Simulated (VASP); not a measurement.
# SiGe3 (P-6m2) in VASP: relaxation of cell and atoms with PBE

Aim: the relaxation of cell and atoms of SiGe3 with PBE.

Everything below comes from runs of VASP 6.6.1. Logs are shortened: lines on timing, memory, paths and dates and some standing lists are left out, and cuts for length are marked.

### 1 The cell of the first run

It takes space group P-6m2 (No. 187, hexagonal). The conventional cell has a = 2.938 Å, b = 2.938 Å, c = 9.771 Å, α = 90.00°, β = 90.00°, γ = 120.00°. Within 3.9 Å of Si (site symmetry -6m2) lie 6 Si at 2.94 Å and 6 Ge at 2.97 Å. Ge (site symmetry -6m2) has 12 Ge at 2.94 to 2.97 Å within 3.9 Å. Within 3.9 Å of Ge (site symmetry 3m) lie 9 Ge at 2.94 to 2.97 Å and 3 Si at 2.97 Å.

### 2 Relaxation of cell and atoms, PBE

The input, INCAR:

```
SYSTEM = SiGe3
ALGO = Normal
EDIFF = 1E-6
EDIFFG = -0.01
ENCUT = 600
GGA = PE
IBRION = 2
ISIF = 3
ISMEAR = 0
LASPH = .True.
LCHARG = .False.
LREAL = .False.
LWAVE = .False.
NELM = 80
NSW = 100
PREC = Accurate
SIGMA = 0.1
```

The input, KPOINTS:

```
k-points
0
Gamma
  18 18 6
  0 0 0
```

The input, POSCAR:

```
SiGe3
1.0
    2.9380879600      0.0000000000      0.0000000000
   -1.4690439800      2.5444588100      0.0000000000
    0.0000000000      0.0000000000      9.7713586800
Si Ge
1 3
Direct
    0.6666666700      0.3333333300      0.0000000000
    0.6666666700      0.3333333300      0.5000000000
    0.3333333300      0.6666666700      0.7500000000
    0.3333333300      0.6666666700      0.2500000000
```

Potentials or basis: VASP PAW PBE potentials, release 64 (Si, Ge_d).

On the command line:

```sh
$ cat potpaw_PBE.64/Si/POTCAR potpaw_PBE.64/Ge_d/POTCAR > POTCAR
$ mpirun -np 1 vasp_std > vasp.out
```

OUTCAR:

```text
SYSTEM = SiGe3
   EDIFF = 1E-6
   EDIFFG = -0.01
   ENCUT = 600
   GGA = PE
   IBRION = 2
   ISIF = 3
   ISMEAR = 0
   LASPH = .True.
   LREAL = .False.
   NELM = 80
   NSW = 100
   PREC = Accurate

 ion  position               nearest neighbor table
   1  0.667  0.333  0.000-   3 2.97   4 2.97   3 2.97   4 2.97   3 2.97   4 2.97
   2  0.667  0.333  0.500-
   3  0.333  0.667  0.750-   1 2.97   1 2.97   1 2.97
   4  0.333  0.667  0.250-   1 2.97   1 2.97   1 2.97

  LATTYP: Found a hexagonal cell.
 ALAT       =     2.9380879600
 C/A-ratio  =     3.3257543045

  Lattice vectors:

 A1 = (   2.9380879600,   0.0000000000,   0.0000000000)
 A2 = (  -1.4690439800,   2.5444588100,   0.0000000000)
 A3 = (   0.0000000000,   0.0000000000,   9.7713586800)

Analysis of symmetry for initial positions (statically):
=====================================================================
 Subroutine PRICEL returns:
 Original cell was already a primitive cell.

 Routine SETGRP: Setting up the symmetry group for a
 hexagonal supercell.

 Subroutine GETGRP returns: Found 12 space group operations
 (whereof 12 operations were pure point group operations)
 out of a pool of 24 trial point group operations.

The static configuration has the point symmetry D_3h.

Analysis of symmetry for dynamics (positions and initial velocities):
=====================================================================
 Subroutine PRICEL returns:
 Original cell was already a primitive cell.

 Routine SETGRP: Setting up the symmetry group for a
 hexagonal supercell.

 Subroutine GETGRP returns: Found 12 space group operations
 (whereof 12 operations were pure point group operations)
 out of a pool of 24 trial point group operations.

The dynamic configuration has the point symmetry D_3h.

 Subroutine INISYM returns: Found 12 space group operations
 (whereof 12 operations are pure point group operations),
 and found     1 'primitive' translations

----------------------------------------------------------------------------------------

                                     Primitive cell

  volume of cell :      73.0492

  direct lattice vectors                    reciprocal lattice vectors
     2.938087960  0.000000000  0.000000000     0.340357407  0.196505441  0.000000000
    -1.469043980  2.544458810  0.000000000     0.000000000  0.393010882  0.000000000
     0.000000000  0.000000000  9.771358680     0.000000000  0.000000000  0.102339913

  length of vectors
     2.938087960  2.938087958  9.771358680     0.393010881  0.393010882  0.102339913

  position of ions in fractional coordinates (direct lattice)
     0.666666670  0.333333330  0.000000000
     0.666666670  0.333333330  0.500000000
     0.333333330  0.666666670  0.750000000
     0.333333330  0.666666670  0.250000000

  ion indices of the primitive-cell ions
   primitive index   ion index
                 1           1
                 2           2
                 3           3
                 4           4

----------------------------------------------------------------------------------------

 KPOINTS: k-points

Automatic generation of k-mesh.
 Grid dimensions read from file:
 generate k-points for:   18   18    6

 Generating k-lattice:

  Cartesian coordinates                     Fractional coordinates (reciprocal lattice)
     0.018908745  0.010916969  0.000000000     0.055555556  0.000000000  0.000000000
     0.000000000  0.021833938  0.000000000     0.000000000  0.055555556  0.000000000
     0.000000000  0.000000000  0.017056652     0.000000000  0.000000000  0.166666667

  Length of vectors
     0.021833938  0.021833938  0.017056652

  Shift w.r.t. Gamma in fractional coordinates (k-lattice)
     0.000000000  0.000000000  0.000000000

 Subroutine IBZKPT returns following result:
 ===========================================

 Found    148 irreducible k-points:

 Following reciprocal coordinates:
            Coordinates               Weight
  0.000000  0.000000  0.000000      1.000000
  0.055556  0.000000  0.000000      6.000000
  0.111111  0.000000  0.000000      6.000000
  0.166667  0.000000  0.000000      6.000000
  0.222222  0.000000  0.000000      6.000000
  0.277778  0.000000  0.000000      6.000000
[... 16 lines left out ...]
  0.333333  0.111111  0.000000     12.000000
  0.388889  0.111111  0.000000     12.000000
 [... further k-points ...]
   k-points           NKPTS =    148   k-points in BZ     NKDIM =    148   number of bands    NBANDS=     27
   number of dos      NEDOS =    301   number of ions     NIONS =      4
   total plane-waves  NPLWV =  46080
   dimension x,y,z NGX =    24 NGY =   24 NGZ =   80
   dimension x,y,z NGXF=    48 NGYF=   48 NGZF=  160
   ions per type =               1   3
   NGX,Y,Z   is equivalent  to a cutoff of  13.58, 13.58, 13.61 a.u.
   NGXF,Y,Z  is equivalent  to a cutoff of  27.16, 27.16, 27.22 a.u.
 SYSTEM =  SiGe3
   PREC   = accura    normal or accurate (medium, high low for compatibility)
   ISTART =      0    job   : 0-new  1-cont  2-samecut
   ICHARG =      2    charge: 1-file 2-atom 10-const
   ISPIN  =      1    spin polarized calculation?
   LNONCOLLINEAR =      F non collinear calculations
   LSORBIT =      F    spin-orbit coupling
   LASPH  =      T    aspherical Exc in radial PAW
   ENCUT  =  600.0 eV  44.10 Ry    6.64 a.u.   5.87  5.87 19.52*2*pi/ulx,y,z
   NELM   =     80;   NELMIN=  2; NELMDL= -5     # of ELM steps
   EDIFF  = 0.1E-05   stopping-criterion for ELM
   LREAL  =      F    real-space projection
   EDIFFG = -.1E-01   stopping-criterion for IOM
   NSW    =    100    number of steps for IOM
   IBRION =      2    ionic relax: 0-MD 1-quasi-New 2-CG
   NFREE  =      1    steps in history (QN), initial steepest desc. (CG)
   ISIF   =      3    stress and relaxation
   ISYM   =      2    0-nonsym 1-usesym 2-fastsym
   POTIM  = 0.5000    time-step for ionic-motion
   TEBEG  =    0.0;   TEEND  =   0.0 temperature during run
   PSTRESS=    0.0 pullay stress
   NELECT =      46.0000    total number of electrons
   NUPDOWN=      -1.0000    fix difference up-down
   EMIN   =  10.00;   EMAX   =-10.00  energy-range for DOS
   EFERMI =   0.00;   METHOD = LEGACY
   ISMEAR =     0;   SIGMA  =   0.10  broadening in eV -4-tet -1-fermi 0-gaus
   EFERMI_NEDOS =   21; number of points for ismear=-14 and -15
   IALGO  =     38    algorithm
   IMIX   =      4    mixing-type and parameters
     AMIX     =   0.40;   BMIX     =  1.00
     AMIX_MAG =   1.60;   BMIX_MAG =  1.00
  volume/ion in A,a.u.               =      18.26       123.24
  Fermi-wavevector in a.u.,A,eV,Ry     =   1.403209  2.651681 26.789813  1.968996
  Thomas-Fermi vector in A             =   2.525894
   LORBIT       =      0    0 simple, 1 ext, 2 COOP (PROOUT), +10 PAW based schemes
   GGA     = PE    functional components
   LHFCALC =     F    Hartree Fock is set to
   AEXX    =    0.0000 exact exchange contribution
   IVDW    =     0    specifies the selected vdW correction
   LEPSILON=     F    determine dielectric tensor
   LRPA    =     F    only Hartree local field effects (RPA)
 conjugate gradient relaxation of ions
 non-spin polarized calculation
 Gauss-broadening in eV      SIGMA  =   0.10
  energy-cutoff  :      600.00
  volume of cell :       73.05
 maximum number of plane-waves:      2460
 NGX is ok and might be reduce to    24
   NGX = 11   NGY = 11   NGZ = 39

--------------------------------------- Ionic step        1  -------------------------------------------

 number of electron      45.9999985 magnetization

 Free energy of the ion-electron system (eV)
  ---------------------------------------------------
  ext. energy  EPLUGINS =         0.00000000
  ---------------------------------------------------
  free energy    TOTEN  =       -17.25825315 eV

  energy without entropy =      -17.25014568  energy(sigma->0) =      -17.25419941

------------------------ aborting loop because EDIFF is reached ----------------------------------------

  FORCE on cell =-STRESS in cart. coord.  units (eV):
  Direction    XX          YY          ZZ          XY          YZ          ZX
  --------------------------------------------------------------------------------------
  -------------------------------------------------------------------------------------
  Total        0.0084851      0.0084851      0.0632889      0.0000000      0.0000000      0.0000000
  in kB        0.1861016      0.1861016      1.3881074      0.0000000      0.0000000      0.0000000
  external PRESSURE =       0.5867702 kB  Pullay stress =       0.0000000 kB
[... 95 lines left out ...]
  FREE ENERGIE OF THE ION-ELECTRON SYSTEM (eV)
  ---------------------------------------------------
  free  energy   TOTEN  =       -17.2980326848 eV

  energy  without entropy=      -17.2899970005  energy(sigma->0) =      -17.29401484

[... ionic steps 4 to 18 ...]

--------------------------------------- Ionic step       19  -------------------------------------------

 number of electron      45.9999985 magnetization

------------------------ aborting loop because EDIFF is reached ----------------------------------------

  FORCE on cell =-STRESS in cart. coord.  units (eV):
  Direction    XX          YY          ZZ          XY          YZ          ZX
  --------------------------------------------------------------------------------------
  -------------------------------------------------------------------------------------
  Total        0.0615227      0.0615227      0.1069665      0.0000000      0.0000000      0.0000000
  in kB        1.3509327      1.3509327      2.3487991      0.0000000      0.0000000      0.0000000
  external PRESSURE =       1.6835548 kB  Pullay stress =       0.0000000 kB
[... 61 lines left out ...]
  energy  without entropy=      -17.3031407790  energy(sigma->0) =      -17.30653329

--------------------------------------- Ionic step       21  -------------------------------------------

 number of electron      45.9999984 magnetization

 Free energy of the ion-electron system (eV)
  ---------------------------------------------------
  ext. energy  EPLUGINS =         0.00000000
  ---------------------------------------------------
  free energy    TOTEN  =       -17.30990728 eV

  energy without entropy =      -17.30311039  energy(sigma->0) =      -17.30650884

 E-fermi :   7.1932     XC(G=0): -11.1707

 val. band max:        7.1904904770   @ k =   0.2778   0.2778   0.5000
 cond. band min:       7.2167433982   @ k =   0.3889   0.0556   0.0000
 fundamental gap:      0.0262529213
 Fermi energy:         7.1932439436

 k-point     1 :       0.0000    0.0000    0.0000
  band No.  band energies     occupation
      1     -17.5658      2.00000
      2     -17.5490      2.00000
      3     -17.5490      2.00000
      4     -17.5435      2.00000
      5     -17.5431      2.00000
      6     -17.5431      2.00000
[... 709 lines left out ...]
     26       9.0537      0.00000
     27       9.1636      0.00000

 [... further k-points ...]

------------------------ aborting loop because EDIFF is reached ----------------------------------------

  FORCE on cell =-STRESS in cart. coord.  units (eV):
  Direction    XX          YY          ZZ          XY          YZ          ZX
  --------------------------------------------------------------------------------------
  -------------------------------------------------------------------------------------
  Total       -0.0198375     -0.0198375      0.0176221     -0.0000000     -0.0000000      0.0000000
  in kB       -0.4360046     -0.4360046      0.3873139     -0.0000000     -0.0000000      0.0000000
  external PRESSURE =      -0.1615651 kB  Pullay stress =       0.0000000 kB
[... 19 lines left out ...]
  FREE ENERGIE OF THE ION-ELECTRON SYSTEM (eV)
  ---------------------------------------------------
  free  energy   TOTEN  =       -17.3099072826 eV

  energy  without entropy=      -17.3031103911  energy(sigma->0) =      -17.30650884

 reached required accuracy - stopping structural energy minimisation
```

It took 22 min on 1 thread of Intel Xeon 6975P-C (Granite Rapids), shared host; peak memory 0.44 GiB.

Results:

| Quantity | Value |
| --- | --- |
| Free energy | -17.3099 eV |
| Relaxed volume | 18.22 Å³/atom |
| Relaxed cell | a = 2.957 Å, b = 2.957 Å, c = 9.626 Å, α = 90.00°, β = 90.00°, γ = 120.00° |
| Space group after relaxing (to 0.1 Å) | P-6m2 (No. 187) |
| Energy gained by relaxing | 12.9 meV/atom |
| Ionic steps | 21 |
| Pressure after relaxing | 0.0 GPa |

Step by step:
```
step  energy change (eV)  largest force (eV/Å)  pressure (GPa)  volume (Å³)
   1              0.0000                0.3840            0.06        73.05
   2             -0.0132                0.3257            0.09        73.12
   3             -0.0398                0.1578           -0.19        73.33
   4             -0.0396                0.1376           -0.31        73.76
   5             -0.0478                0.0005           -0.52        73.55
   6             -0.0472                0.0312            0.69        72.18
   7             -0.0489                0.0102            0.08        73.00
   8             -0.0489                0.0148            0.01        72.93
   9             -0.0485                0.0237            0.50        72.56
  10             -0.0489                0.0123            0.32        72.85
  11             -0.0489                0.0127            0.28        72.90
  12             -0.0489                0.0110           -0.08        72.92
  13             -0.0501                0.0060            0.15        72.81
  14             -0.0506                0.0053            0.58        72.46
  15             -0.0512                0.0014            0.39        72.62
  16             -0.0516                0.0015            0.19        72.83
  17             -0.0517                0.0030            0.14        72.93
  18             -0.0517                0.0026            0.08        72.98
  19             -0.0517                0.0012            0.17        72.96
  20             -0.0517                0.0032           -0.10        72.97
  21             -0.0517                0.0003           -0.02        72.90
```

Final structure:
```
Si Ge
1.0
     2.95708    0.00000    0.00000
    -1.47854    2.56091    0.00000
     0.00000    0.00000    9.62608
Si Ge
1 3
Direct
  0.66667 0.33333 0.00000
  0.66667 0.33333 0.50000
  0.33333 0.66667 0.76332
  0.33333 0.66667 0.23668
```

Caveat: the highest band is partly filled, so the run has too few bands.
